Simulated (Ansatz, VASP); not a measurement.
**LiSi16 in VASP and in Ansatz**

```
CELL_PARAMETERS angstrom
0.00000 5.43000 5.43000
5.43000 0.00000 5.43000
5.43000 5.43000 0.00000
ATOMIC_POSITIONS crystal
Si 0.00284 0.00237 0.99246
Si 0.12686 0.12672 0.12391
Si 0.00355 0.00327 0.50354
Si 0.12624 0.12396 0.62615
Si 0.99600 0.50127 0.00150
Si 0.12682 0.62265 0.12388
Si 0.00345 0.49000 0.50343
Si 0.12708 0.62300 0.62708
Si 0.50142 0.99600 0.00141
Si 0.62362 0.12642 0.12357
Si 0.49256 0.00235 0.50279
Si 0.62395 0.12671 0.62685
Si 0.50140 0.50121 0.00140
Si 0.62498 0.62502 0.12498
Si 0.50150 0.50127 0.49600
Si 0.62392 0.62263 0.62681
Li 0.87771 0.87280 0.37754
```

Alike in both runs: functional PBE; k mesh 2 × 2 × 2; occupations fermi-dirac, width 0.02 eV; collinear spin.

Ansatz relaxed the structure, and its values are those at the end. VASP's run is a single point on that final structure, the one shown.

|  | VASP | Ansatz |
| --- | --- | --- |
| version | VASP 6.6.1 | Ansatz 0.2.0 |
| potentials or method | VASP PAW PBE potentials, release 64 (Si, Li_sv), cutoff 520 eV | scalar-relativistic, plane waves, PAW |
| valence electrons in the cell | 67 | 67 |

|  | VASP | Ansatz | Ansatz less VASP |
| --- | --- | --- | --- |
| rms of the force components (eV/Å) | 0.038 | 0.039 | +0.0008 |
| net moment per atom (μB) | 0.00 | 0.00 | -0.001 |

With one functional, cell and mesh, what is left measures potentials, basis and numerics. Ansatz's warnings: seeded moment not kept.

The k mesh is coarse, so the values compare programs but aren't converged. Noted on VASP's run: the cutoff is under 1.25 times that of the potentials, so the pressure is a little rough.
